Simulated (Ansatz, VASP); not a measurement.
## La: VASP beside Ansatz

INCAR

```
  ALGO = Normal
  EDIFF = 1E-6
  ENCUT = 520
  GGA = PS
  ISIF = 2
  ISMEAR = -1
  LASPH = True
  LCHARG = True
  LELF = True
  LREAL = False
  LVHAR = True
  LWAVE = False
  NBANDS = 12
  NELM = 80
  PREC = Accurate
  SIGMA = 0.1
```

File KPOINTS:

```
k-points
0
Gamma
  12 12 12
```

The input POSCAR:

```
La
1.0
    0.0000000000      2.6050047869      2.6050047869
    2.6050047869      0.0000000000      2.6050047869
    2.6050047869      2.6050047869      0.0000000000
La
1
Direct
    0.0000000000      0.0000000000      0.0000000000
```

Input for Ansatz:

```yaml
crystal:
  lattice:
    - [0.0, 2.6050047869, 2.6050047869]
    - [2.6050047869, 0.0, 2.6050047869]
    - [2.6050047869, 2.6050047869, 0.0]
  atoms:
    - { symbol: La, position: [0.0, 0.0, 0.0] }
hamiltonian:
  xc: pbesol
  pseudopotentials:
    kind: paw
    azcp:
      La: "pseudopotentials/La.paw.azcp"
basis:
  ecutwfc: 420
  fft_grid_basis: typed
kpoints:
  mp_grid: { grid: [12, 12, 12], shift: [0, 0, 0] }
magnetization:
  spin_polarized: false
scf:
  occupations: { method: fermi_dirac, width: 0.1 }
  lower_state_search: "off"
output:
  stress: true
  write_density: true
  write_potential: true
  elf: true
  volumetric_format: npy
```

Alike in both runs: task single point; functional PBEsol; k mesh 12 × 12 × 12; occupations fermi-dirac, width 0.1 eV; no spin polarisation.

```csv
,VASP,Ansatz
version,VASP 6.6.1,Ansatz 0.2.0
potentials or method,"VASP PAW PBE potentials, release 64 (La), cutoff 520 eV","plane waves (420 eV) with PAW, scalar-relativistic"
valence electrons in the cell,11,11
```

Ansatz gave:

* pressure (GPa): -1.2

Task: What did VASP give for the same quantities?

Result: Pressure (GPa): -1.1.

VASP's potentials were made for PBE, not for PBEsol, and Ansatz warns of the same on its side. With one functional, cell and mesh, what is left measures potentials, basis and numerics.

Spin-orbit coupling is off throughout.
